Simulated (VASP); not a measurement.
Here is a VASP 6.6.1 calculation.

File POSCAR:

```
ZnO
1.0
    2.6882100000      0.0000000000      0.0000000000
    0.0000000000      2.6882100000      0.0000000000
    0.0000000000      0.0000000000      2.6882100000
Zn O
1 1
Direct
    0.0000000000      0.0000000000      0.0000000000
    0.5000000000      0.5000000000      0.5000000000
```

INCAR.step1

```
SYSTEM = ZnO
PREC     = Accurate       ! precision mode
ENCUT    = 520            ! plane-wave cutoff, eV
EDIFF    = 1E-5           ! SCF threshold, eV
ISMEAR   = -1             ! smearing method
SIGMA    = 0.05           ! smearing width, eV
LREAL    = .FALSE.        ! projectors in reciprocal space
LASPH    = .TRUE.         ! aspherical terms in the spheres
NELM     = 60             ! most SCF steps
ALGO     = Normal         ! electronic algorithm
ISIF     = 2              ! what is computed and relaxed
LWAVE    = .TRUE.         ! write WAVECAR
LCHARG   = .FALSE.        ! write CHGCAR
GGA      = PE             ! functional
NBANDS   = 16             ! bands
```

Contents of INCAR.step2:

```
SYSTEM = ZnO
PREC     = Accurate       ! precision mode
ENCUT    = 520            ! plane-wave cutoff, eV
EDIFF    = 1E-6           ! SCF threshold, eV
ISMEAR   = -1             ! smearing method
SIGMA    = 0.05           ! smearing width, eV
LREAL    = .FALSE.        ! projectors in reciprocal space
LASPH    = .TRUE.         ! aspherical terms in the spheres
NELM     = 60             ! most SCF steps
ALGO     = Normal         ! electronic algorithm
ISIF     = 2              ! what is computed and relaxed
LWAVE    = .FALSE.        ! write WAVECAR
LCHARG   = .FALSE.        ! write CHGCAR
GGA      = PE             ! functional
LHFCALC  = .TRUE.         ! exact exchange
AEXX     = 0.25           ! exact-exchange fraction
HFSCREEN = 0.3            ! screening, 1/A
PRECFOCK = Normal       
ISTART   = 1            
NBANDS   = 16             ! bands
```

Contents of KPOINTS:

```
regular mesh
0
G
  5 5 5
  0 0 0
```

Potentials or basis: VASP PAW PBE potentials, release 64 (Zn, O).

Launch:

```console
$ cat potpaw_PBE.64/Zn/POTCAR potpaw_PBE.64/O/POTCAR > POTCAR
$ cp INCAR.step1 INCAR
$ mpirun -np 1 vasp_std > vasp.out
$ cp INCAR.step2 INCAR
$ mpirun -np 1 vasp_std > vasp.out
```

Problem. Estimate the pressure.

Solution. -6.5 GPa.

Problem. Predict the band gap on the k mesh.

Solution. 0.38 eV (least direct gap 1.50 eV).

Caveat: the k points lie up to 0.47 Å⁻¹ apart; the PAW data sets were made with another functional, which shifts forces and pressure a little; an odd mesh through Γ misses points on the zone boundary, where band edges can lie.
